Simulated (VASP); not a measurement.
Write the native input for VASP 6.6.1 that does the following.

```
Task                   : single point
Functional             : r2SCAN
Potentials or basis    : VASP PAW PBE potentials, release 64 (N)
Cutoff                 : 520 eV
k mesh                 : 12 × 12 × 4
Occupations            : gaussian, width 0.01 eV
Spin                   : no spin polarisation
Dipole correction      : no
Further INCAR settings : ALGO = Normal; EDIFF = 1e-06; NBANDS = 18
```

The system is N.

```
CELL_PARAMETERS angstrom
3.62042 0.00000 0.00000
-1.81021 3.13538 0.00000
0.00000 0.00000 7.64099
ATOMIC_POSITIONS crystal
N 0.33333 0.66667 0.32158
N 0.33333 0.66667 0.17842
N 0.66667 0.33333 0.82158
N 0.66667 0.33333 0.67842
```

This cell differs from its parent crystal: biaxial xy strain +1.1%.

These files were run (other wordings do the same):

POSCAR

```
N
1.0
    3.6204208593      0.0000000000      0.0000000000
   -1.8102104297      3.1353764365      0.0000000000
    0.0000000000      0.0000000000      7.6409886428
N
4
Direct
    0.3333333333      0.6666666667      0.3215760740
    0.3333333333      0.6666666667      0.1784239260
    0.6666666667      0.3333333333      0.8215760740
    0.6666666667      0.3333333333      0.6784239260
```

INCAR.step1

```
SYSTEM = N
PREC = Accurate ; ENCUT = 520
ISMEAR = 0 ; SIGMA = 0.01
LREAL = .False. ; LASPH = .True.
NELM = 100 ; NBANDS = 18
GGA = PE ; ALGO = Normal
EDIFF = 1E-4 ; LWAVE = .True.
LCHARG = .False.
```

INCAR.step2

```
SYSTEM = N
PREC = Accurate ; ENCUT = 520
EDIFF = 1E-6 ; ISMEAR = 0
SIGMA = 0.01 ; LREAL = .False.
LASPH = .True. ; NELM = 100
ALGO = Normal ; ISIF = 2
LWAVE = .False. ; LCHARG = .False.
METAGGA = R2SCAN ; LMIXTAU = .True.
NBANDS = 18 ; ISTART = 1
```

KPOINTS

```
Automatic mesh
0
Gamma
  12 12 4
  0 0 0
```

Potentials or basis: VASP PAW PBE potentials, release 64 (N).

The run is started by

```sh
$ cat potpaw_PBE.64/N/POTCAR > POTCAR
$ cp INCAR.step1 INCAR
$ mpirun -np 1 vasp_std > vasp.out
$ cp INCAR.step2 INCAR
$ mpirun -np 1 vasp_std > vasp.out
```

Results of the run:

| Property | Result |
| --- | --- |
| Pressure | 3.0 GPa |
| Largest force | 2.246 eV/Å |
| Band gap on the k mesh | 7.75 eV (least direct gap 7.80 eV) |

Caveat: the cell differs from its parent crystal (biaxial xy strain +1.1%); the standard files for N, O and F lose accuracy on very short bonds; the PAW data sets were made with another functional, which shifts forces and pressure a little.

Run time: 2.6 min on 1 thread of Intel(R) Xeon(R) Platinum 8488C (Sapphire Rapids), on a shared host, peak memory 0.24 GiB.
